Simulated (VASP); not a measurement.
A run of VASP 6.6.1:

The input INCAR:

```
ALGO = Normal
EDIFF = 1E-6
ENCUT = 520
GGA = PE
ISIF = 2
ISMEAR = 0
LASPH = True
LCHARG = True
LELF = True
LREAL = False
LVHAR = True
LWAVE = False
NBANDS = 16
NELM = 80
PREC = Accurate
SIGMA = 0.15
```

Contents of KPOINTS:

```
k-points
0
Gamma
  16 16 16
```

POSCAR

```
InAs
1.0
    0.0000000000      3.1923375885      2.7134869503
    3.1923375885      0.0000000000      2.7134869503
    3.1923375885      3.1923375885      0.0000000000
In As
1 1
Direct
    0.0000000000      0.0000000000      0.0000000000
    0.7500000000      0.7500000000      0.7500000000
```

Potentials or basis: VASP PAW PBE potentials, release 64 (In_d, As).

Run with:

```bash
$ cat potpaw_PBE.64/In_d/POTCAR potpaw_PBE.64/As/POTCAR > POTCAR
$ mpirun -np 1 vasp_std > vasp.out
```

Hardware: 1 thread of Intel Xeon 8259CL (shared host).

Estimate the wall time of this run.

Wall time 8 min on 1 thread of Intel Xeon 8259CL (shared host), peak memory 0.44 GiB. Counts: scf iterations 12, k points 349.
